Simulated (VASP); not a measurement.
# In (R-3m) in VASP: notebook, part 2 of 2

VASP 6.6.1. Earlier steps stand in the parts before.

## (3) Electric field gradients, PBE (equal xx and yy strain of -1 %)

INCAR

```
ALGO = Normal
EDIFF = 1E-8
ENCUT = 520
GGA = PE
ISIF = 2
ISMEAR = -1
LASPH = T
LCHARG = F
LEFG = T
LREAL = F
LWAVE = F
NBANDS = 26
NELM = 60
PREC = Accurate
SIGMA = 0.05
```

KPOINTS

```
k-points
0
Gamma
  14 14 14
```

POSCAR

```
In
1.0
    1.6529404484      0.9543256128      8.2074632500
   -1.6529404484      0.9543256128      8.2074632500
    0.0000000000     -1.9086512257      8.2074632500
In
3
Direct
    0.0000000000      0.0000000000      0.0000000000
    0.7780122400      0.7780122400      0.7780122400
    0.2219877600      0.2219877600      0.2219877600
```

Potentials or basis: VASP PAW PBE potentials, release 64 (In_d).

Command:

```console
$ cat potpaw_PBE.64/In_d/POTCAR > POTCAR
$ mpirun -np 1 vasp_std > vasp.out
```

OUTCAR:

```text
EDIFF = 1E-8
   ENCUT = 520
   GGA = PE
   ISIF = 2
   ISMEAR = -1
   LASPH = T
   LREAL = F
   NELM = 60
   PREC = Accurate

 ion  position               nearest neighbor table
   1  0.000  0.000  0.000-   2 3.34   2 3.34   3 3.34   3 3.34   2 3.34   3 3.34
   2  0.778  0.778  0.778-   3 3.33   3 3.33   3 3.33   1 3.34   1 3.34   1 3.34
   3  0.222  0.222  0.222-   2 3.33   2 3.33   2 3.33   1 3.34   1 3.34   1 3.34

  LATTYP: Found a trigonal (rhomboedric) cell.
 ALAT       =     8.4264703466
 COS(alpha) =     0.9230421340

  Lattice vectors:

 A1 = (   1.6529404484,   0.9543256128,   8.2074632500)
 A2 = (  -1.6529404484,   0.9543256128,   8.2074632500)
 A3 = (   0.0000000000,  -1.9086512257,   8.2074632500)

Analysis of symmetry for initial positions (statically):
=====================================================================
 Subroutine PRICEL returns:
 Original cell was already a primitive cell.

 Routine SETGRP: Setting up the symmetry group for a
 trigonal (rhombohedral) supercell.

 Subroutine GETGRP returns: Found 12 space group operations
 (whereof 12 operations were pure point group operations)
 out of a pool of 12 trial point group operations.

The static configuration has the point symmetry D_3d.

Analysis of symmetry for dynamics (positions and initial velocities):
=====================================================================
 Subroutine PRICEL returns:
 Original cell was already a primitive cell.

 Routine SETGRP: Setting up the symmetry group for a
 trigonal (rhombohedral) supercell.

 Subroutine GETGRP returns: Found 12 space group operations
 (whereof 12 operations were pure point group operations)
 out of a pool of 12 trial point group operations.

The dynamic configuration has the point symmetry D_3d.

 Subroutine INISYM returns: Found 12 space group operations
 (whereof 12 operations are pure point group operations),
 and found     1 'primitive' translations

----------------------------------------------------------------------------------------

                                     Primitive cell

  volume of cell :      77.6809

  direct lattice vectors                    reciprocal lattice vectors
     1.652940448  0.954325613  8.207463250     0.302491236  0.174643397  0.040613442
    -1.652940448  0.954325613  8.207463250    -0.302491236  0.174643397  0.040613442
     0.000000000 -1.908651226  8.207463250     0.000000000 -0.349286794  0.040613442

  length of vectors
     8.426470347  8.426470347  8.426470347     0.351640037  0.351640037  0.351640037

  position of ions in fractional coordinates (direct lattice)
     0.000000000  0.000000000  0.000000000
     0.778012240  0.778012240  0.778012240
     0.221987760  0.221987760  0.221987760

  ion indices of the primitive-cell ions
   primitive index   ion index
                 1           1
                 2           2
                 3           3

----------------------------------------------------------------------------------------
[... 74 lines left out ...]
   IBRION =     -1    ionic relax: 0-MD 1-quasi-New 2-CG
   NFREE  =      0    steps in history (QN), initial steepest desc. (CG)
   ISIF   =      2    stress and relaxation
   ISYM   =      2    0-nonsym 1-usesym 2-fastsym
   POTIM  = 0.5000    time-step for ionic-motion
   TEBEG  =    0.0;   TEEND  =   0.0 temperature during run
   PSTRESS=    0.0 pullay stress
   NELECT =      39.0000    total number of electrons
   NUPDOWN=      -1.0000    fix difference up-down
   EMIN   =  10.00;   EMAX   =-10.00  energy-range for DOS
   EFERMI =   0.00;   METHOD = LEGACY
   ISMEAR =    -1;   SIGMA  =   0.05  broadening in eV -4-tet -1-fermi 0-gaus
   EFERMI_NEDOS =   21; number of points for ismear=-14 and -15
   IALGO  =     38    algorithm
   IMIX   =      4    mixing-type and parameters
     AMIX     =   0.40;   BMIX     =  1.00
     AMIX_MAG =   1.60;   BMIX_MAG =  1.00
  volume/ion in A,a.u.               =      25.89       174.74
  Fermi-wavevector in a.u.,A,eV,Ry     =   1.301143  2.458804 23.034298  1.692973
  Thomas-Fermi vector in A             =   2.432296
   LORBIT       =      0    0 simple, 1 ext, 2 COOP (PROOUT), +10 PAW based schemes
   GGA     = PE    functional components
   LHFCALC =     F    Hartree Fock is set to
   AEXX    =    0.0000 exact exchange contribution
   IVDW    =     0    specifies the selected vdW correction
   LEPSILON=     F    determine dielectric tensor
   LRPA    =     F    only Hartree local field effects (RPA)
 non-spin polarized calculation
  energy-cutoff  :      520.00
  volume of cell :       77.68
 maximum number of plane-waves:      2114
   NGX = 31   NGY = 31   NGZ = 31

 number of electron      38.9999997 magnetization

 Free energy of the ion-electron system (eV)
  ---------------------------------------------------
  ext. energy  EPLUGINS =         0.00000000
  ---------------------------------------------------
  free energy    TOTEN  =        -7.63128583 eV

  energy without entropy =       -7.61871173  energy(sigma->0) =       -7.62499878

 E-fermi :   7.6754     XC(G=0): -10.3029

 val. band max:        7.6739770273   @ k =  -0.2857   0.5000   0.2143
 cond. band min:       7.6768543626   @ k =   0.0714   0.0714   0.0000
 fundamental gap:      0.0028773353
 Fermi energy:         7.6753693594

 k-point     1 :       0.0000    0.0000    0.0000
  band No.  band energies     occupation
      1      -7.0557      2.00000
      2      -7.0539      2.00000
      3      -7.0151      2.00000
      4      -6.9982      2.00000
      5      -6.9982      2.00000
      6      -6.9785      2.00000
[... 685 lines left out ...]
     25      14.1726      0.00000
     26      15.4804      0.00000

 [... further k-points ...]
[... 5 lines left out ...]
  --------------------------------------------------------------------------------------
  -------------------------------------------------------------------------------------
  Total        1.2040934      1.2040934      1.3422873      0.0000000     -0.0000000     -0.0000000
  in kB       24.8345778     24.8345778     27.6848436      0.0000000     -0.0000000     -0.0000000
  external PRESSURE =      25.7846664 kB  Pullay stress =       0.0000000 kB

 VOLUME and BASIS-vectors are now :
 -----------------------------------------------------------------------------
  energy-cutoff  :      520.00
  volume of cell :       77.68
      direct lattice vectors                 reciprocal lattice vectors
     1.652940448  0.954325613  8.207463250     0.302491236  0.174643397  0.040613442
    -1.652940448  0.954325613  8.207463250    -0.302491236  0.174643397  0.040613442
     0.000000000 -1.908651226  8.207463250     0.000000000 -0.349286794  0.040613442

 POSITION                                       TOTAL-FORCE (eV/Angst)
 -----------------------------------------------------------------------------------
      0.00000      0.00000      0.00000         0.000000      0.000000     -0.000000
      0.00000     -0.00000     19.15652         0.000000      0.000000     -0.022879
      0.00000     -0.00000      5.46587         0.000000     -0.000000      0.022879
 -----------------------------------------------------------------------------------
    total drift:                                0.000000      0.000000     -0.000000

  FREE ENERGIE OF THE ION-ELECTRON SYSTEM (eV)
  ---------------------------------------------------
  free  energy   TOTEN  =        -7.6312858264 eV

  energy  without entropy=       -7.6187117258  energy(sigma->0) =       -7.62499878

 Electric field gradients (V/A^2)
---------------------------------------------------------------------
 ion       V_xx      V_yy      V_zz      V_xy      V_xz      V_yz
---------------------------------------------------------------------
   1      -2.020    -2.020     4.041    -0.000    -0.000     0.000
   2       1.315     1.315    -2.630    -0.000     0.000     0.000
   3       1.315     1.315    -2.630    -0.000     0.000     0.000
---------------------------------------------------------------------

 Electric field gradients after diagonalization (V/A^2)
 (convention: |V_zz| > |V_xx| > |V_yy|)
----------------------------------------------------------------------
 ion       V_xx      V_yy      V_zz     asymmetry (V_yy - V_xx)/ V_zz
----------------------------------------------------------------------
   1      -2.020    -2.020     4.041       0.000
   2       1.315     1.315    -2.630       0.000
   3       1.315     1.315    -2.630       0.000
----------------------------------------------------------------------

           NMR quadrupolar parameters

 Cq : quadrupolar parameter    Cq=e*Q*V_zz/h
 eta: asymmetry parameters     (V_yy - V_xx)/ V_zz
 Q  : nuclear electric quadrupole moment in mb (millibarn)
----------------------------------------------------------------------
 ion       Cq(MHz)       eta       Q (mb)
----------------------------------------------------------------------
   1       0.010       0.000       1.000
   2      -0.006       0.000       1.000
   3      -0.006       0.000       1.000
----------------------------------------------------------------------
```

OSZICAR:

```text
N       E                     dE             d eps       ncg     rms          rms(c)
DAV:   1     0.349697067350E+03    0.34970E+03   -0.18891E+04 14986   0.205E+03
DAV:   2     0.226441983043E+02   -0.32705E+03   -0.32275E+03 14996   0.444E+02
DAV:   3    -0.664563123273E+01   -0.29290E+02   -0.29014E+02 17720   0.159E+02
DAV:   4    -0.766235737367E+01   -0.10167E+01   -0.10152E+01 18170   0.329E+01
DAV:   5    -0.771660361302E+01   -0.54246E-01   -0.54242E-01 23878   0.575E+00    0.411E+00
DAV:   6    -0.764624109902E+01    0.70363E-01   -0.14057E-01 19296   0.555E+00    0.200E+00
DAV:   7    -0.763212812931E+01    0.14113E-01   -0.45556E-02 20306   0.288E+00    0.401E-01
DAV:   8    -0.763124463820E+01    0.88349E-03   -0.35921E-03 17666   0.791E-01    0.452E-02
DAV:   9    -0.763128033212E+01   -0.35694E-04   -0.13883E-04 24484   0.997E-02    0.216E-02
DAV:  10    -0.763128511728E+01   -0.47852E-05   -0.13148E-05 19486   0.472E-02    0.542E-03
DAV:  11    -0.763128599859E+01   -0.88131E-06   -0.11483E-06 18628   0.138E-02    0.150E-03
DAV:  12    -0.763128590699E+01    0.91604E-07   -0.79622E-08 19786   0.228E-03    0.641E-04
DAV:  13    -0.763128580692E+01    0.10007E-06   -0.33568E-09  9010   0.123E-03    0.103E-04
DAV:  14    -0.763128582445E+01   -0.17534E-07   -0.11426E-09  8608   0.569E-04    0.676E-05
DAV:  15    -0.763128582645E+01   -0.19945E-08   -0.51473E-10  8450   0.385E-04
   1 F= -.76312858E+01 E0= -.76249988E+01  d E =-.125741E-01
```

Run time: 46 min. Hardware: 1 thread of Intel Xeon Platinum 8259CL at 2.50GHz (Skylake/Cascade Lake), shared host; peak memory 0.8 GiB.

What came out:

| Property | Result |
| --- | --- |
| Free energy | -7.6313 eV |
| Pressure | 2.6 GPa |
| Largest force | 0.023 eV/Å |

Forces on the atoms (eV/Å):
```
In   0.000  0.000  0.000
In   0.000  0.000 -0.023
In   0.000  0.000  0.023
```

Levels at points of the mesh, in eV from the Fermi level:
| k point | band 17 | band 18 | band 19 | band 20 | band 21 | band 22 |
| --- | --- | --- | --- | --- | --- | --- |
| (0.00, 0.00, 0.00) | -7.20 | -7.17 | 0.35 | 0.37 | 9.00 | 9.00 |
| (0.50, 0.00, 0.00) | -4.22 | -3.00 | -2.82 | -1.22 | -1.10 | 3.25 |
| (0.50, 0.50, 0.00) | -4.27 | -3.51 | -3.13 | -0.48 | -0.33 | 1.84 |
| (0.50, 0.50, 0.50) | -9.03 | -4.51 | -3.50 | 5.65 | 5.69 | 8.58 |

Electric field gradients, principal values (V/Å²):
| atom | least | middle | greatest (by size) |
| --- | --- | --- | --- |
| 1 In | -2.020 | -2.020 | 4.041 |
| 2 In | 1.315 | 1.315 | -2.630 |
| 3 In | 1.315 | 1.315 | -2.630 |

Caveat: the cell differs from its parent crystal (equal xx and yy strain of -1 %); without QUAD_EFG the Cq values of the log hold for a quadrupole moment of 1 mb, not for the nuclei; spin-orbit coupling is left out, which moves the levels of the heavy elements.

## (4) Electric field gradients, PBE (equal xx and yy strain of +2 %)

INCAR

```
PREC = Accurate ; ENCUT = 520
EDIFF = 1E-8 ; ISMEAR = -1
SIGMA = 0.05 ; LREAL = False
LASPH = True ; NELM = 80
ALGO = Normal ; ISIF = 2
LWAVE = False ; LCHARG = False
GGA = PE ; LEFG = True
NBANDS = 26
```

KPOINTS

```
Automatic mesh
0
Gamma
  14 14 14
```

POSCAR

```
In
1.0
    1.7030295529      0.9832445708      8.2074632500
   -1.7030295529      0.9832445708      8.2074632500
    0.0000000000     -1.9664891416      8.2074632500
In
3
Direct
    0.0000000000      0.0000000000      0.0000000000
    0.7780122400      0.7780122400      0.7780122400
    0.2219877600      0.2219877600      0.2219877600
```

Potentials or basis: VASP PAW PBE potentials, release 64 (In_d).

Command:

```console
$ cat potpaw_PBE.64/In_d/POTCAR > POTCAR
$ mpirun -np 1 vasp_std > vasp.out
```

OUTCAR:

```text
PREC = Accurate
   ENCUT = 520
   EDIFF = 1E-8
   ISMEAR = -1
   LREAL = False
   LASPH = True
   NELM = 80
   ISIF = 2
   GGA = PE

 ion  position               nearest neighbor table
   1  0.000  0.000  0.000-   2 3.37   3 3.37   2 3.37   2 3.37   3 3.37   3 3.37
   2  0.778  0.778  0.778-   3 3.36   3 3.36   3 3.36   1 3.37   1 3.37   1 3.37
   3  0.222  0.222  0.222-   2 3.36   2 3.36   2 3.36   1 3.37   1 3.37   1 3.37

  LATTYP: Found a trigonal (rhomboedric) cell.
 ALAT       =     8.4397590335
 COS(alpha) =     0.9185644057

  Lattice vectors:

 A1 = (   1.7030295529,   0.9832445708,   8.2074632500)
 A2 = (  -1.7030295529,   0.9832445708,   8.2074632500)
 A3 = (   0.0000000000,  -1.9664891416,   8.2074632500)

Analysis of symmetry for initial positions (statically):
=====================================================================
 Subroutine PRICEL returns:
 Original cell was already a primitive cell.
[... 893 lines left out ...]
     0.000000000 -1.966489142  8.207463250     0.000000000 -0.339013653  0.040613442

 POSITION                                       TOTAL-FORCE (eV/Angst)
 -----------------------------------------------------------------------------------
      0.00000      0.00000      0.00000         0.000000     -0.000000     -0.000000
      0.00000      0.00000     19.15652         0.000000      0.000000     -0.003085
      0.00000      0.00000      5.46587         0.000000     -0.000000      0.003085
 -----------------------------------------------------------------------------------
    total drift:                                0.000000      0.000000     -0.000000

  FREE ENERGIE OF THE ION-ELECTRON SYSTEM (eV)
  ---------------------------------------------------
  free  energy   TOTEN  =        -7.6685587446 eV

  energy  without entropy=       -7.6556270972  energy(sigma->0) =       -7.66209292

 Electric field gradients (V/A^2)
---------------------------------------------------------------------
 ion       V_xx      V_yy      V_zz      V_xy      V_xz      V_yz
---------------------------------------------------------------------
   1       1.543     1.543    -3.086     0.000     0.000    -0.000
   2       5.220     5.220   -10.441     0.000     0.000     0.000
   3       5.220     5.220   -10.441     0.000     0.000     0.000
---------------------------------------------------------------------

 Electric field gradients after diagonalization (V/A^2)
 (convention: |V_zz| > |V_xx| > |V_yy|)
----------------------------------------------------------------------
 ion       V_xx      V_yy      V_zz     asymmetry (V_yy - V_xx)/ V_zz
----------------------------------------------------------------------
   1       1.543     1.543    -3.086       0.000
   2       5.220     5.220   -10.441       0.000
   3       5.220     5.220   -10.441       0.000
----------------------------------------------------------------------

           NMR quadrupolar parameters

 Cq : quadrupolar parameter    Cq=e*Q*V_zz/h
 eta: asymmetry parameters     (V_yy - V_xx)/ V_zz
 Q  : nuclear electric quadrupole moment in mb (millibarn)
----------------------------------------------------------------------
 ion       Cq(MHz)       eta       Q (mb)
----------------------------------------------------------------------
   1      -0.007       0.000       1.000
   2      -0.025       0.000       1.000
   3      -0.025       0.000       1.000
----------------------------------------------------------------------
```

Run time: 75 min. Hardware: 1 thread of Intel Xeon Platinum 8259CL at 2.50GHz (Skylake/Cascade Lake), shared host; peak memory 0.82 GiB.

Results:

* Free energy: -7.6686 eV
* Pressure: 0.1 GPa
* Largest force: 0.003 eV/Å

Forces on the atoms (eV/Å):
```
In   0.000  0.000  0.000
In   0.000  0.000 -0.003
In   0.000  0.000  0.003
```

Electric field gradients, principal values (V/Å²):
```
atom  least  middle  greatest (by size)
1 In  1.543   1.543              -3.086
2 In  5.220   5.220             -10.441
3 In  5.220   5.220             -10.441
```

Caveat: the cell differs from its parent crystal (equal xx and yy strain of +2 %); without QUAD_EFG the Cq values of the log hold for a quadrupole moment of 1 mb, not for the nuclei; spin-orbit coupling is left out, which moves the levels of the heavy elements.

## (5) Overview

| cell | gap on the mesh (eV) | pressure (GPa) | largest force (eV/Å) |
| --- | --- | --- | --- |
| a = 8.374 Å, angles 22.8°, 3 atoms | none | 2.6 | 0.02 |
| a = 8.426 Å, angles 22.6°, 3 atoms | none | 2.6 | 0.02 |
| a = 8.440 Å, angles 23.3°, 3 atoms | none | 0.1 | - |

Alike in all rows: task electric field gradients; level PBE; potentials or basis VASP PAW PBE potentials, release 64 (In_d); no spin polarisation; k mesh 14 × 14 × 14; cutoff (eV) 520; smearing fermi-dirac 0.05 eV.

Caveats: spin-orbit coupling is left out, which moves the levels of the heavy elements.

Absolute energies hang on the potentials; compare differences alone.
